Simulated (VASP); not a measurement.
A run of VASP 6.6.1 is set up as follows.

File INCAR:

```
ALGO = Normal
EDIFF = 1E-7
EDIFFG = -0.01
ENCUT = 600
GGA = PE
IBRION = 2
ISIF = 3
ISMEAR = 0
LASPH = True
LCHARG = False
LREAL = False
LWAVE = False
NELM = 100
NSW = 100
PREC = Accurate
SIGMA = 0.1
```

KPOINTS

```
k-points
0
Gamma
  9 9 10
```

Contents of POSCAR:

```
BeB3N3
1.0
    4.8681626019      0.0000000000      0.0000000000
   -2.4340813010      4.2159524830      0.0000000000
    0.0000000000      0.0000000000      3.7385535742
Be B N
1 3 3
Direct
    0.0000000000      0.0000000000      0.8953439664
    0.0000000000      0.0000000000      0.3980365128
    0.3333333333      0.6666666667      0.6271925460
    0.6666666667      0.3333333333      0.6271925460
    0.5000000000      0.0000000000      0.6286456296
    0.0000000000      0.5000000000      0.6286456296
    0.5000000000      0.5000000000      0.6286456296
```

Potentials or basis: VASP PAW PBE potentials, release 64 (Be, B, N).

Run with:

```bash
$ cat potpaw_PBE.64/Be/POTCAR potpaw_PBE.64/B/POTCAR potpaw_PBE.64/N/POTCAR > POTCAR
$ mpirun -np 1 vasp_std > vasp.out
```

**Question.** What does it give for the relaxed cell?

**Answer.** a = 4.867 Å, b = 4.867 Å, c = 3.734 Å, α = 90.00°, β = 90.00°, γ = 120.00°.

**Question.** What does it give for the band gap on the k mesh?

**Answer.** Zero (band 13 reaches 1.96 eV, above the bottom of band 14 at 1.89 eV).

**Question.** What does it give for the relaxed volume?

**Answer.** 10.95 Å³/atom.

Final structure:
```yaml
crystal:
  lattice:
    - [4.86746, 0.00000, 0.00000]
    - [-2.43373, 4.21535, 0.00000]
    - [0.00000, 0.00000, 3.73435]
  atoms:
    - { symbol: Be, position: [0.00000, 0.00000, 0.89541] }
    - { symbol: B, position: [0.00000, 0.00000, 0.39812] }
    - { symbol: B, position: [0.33333, 0.66667, 0.62710] }
    - { symbol: B, position: [0.66667, 0.33333, 0.62710] }
    - { symbol: N, position: [0.50000, 0.00000, 0.62866] }
    - { symbol: N, position: [0.00000, 0.50000, 0.62866] }
    - { symbol: N, position: [0.50000, 0.50000, 0.62866] }
```
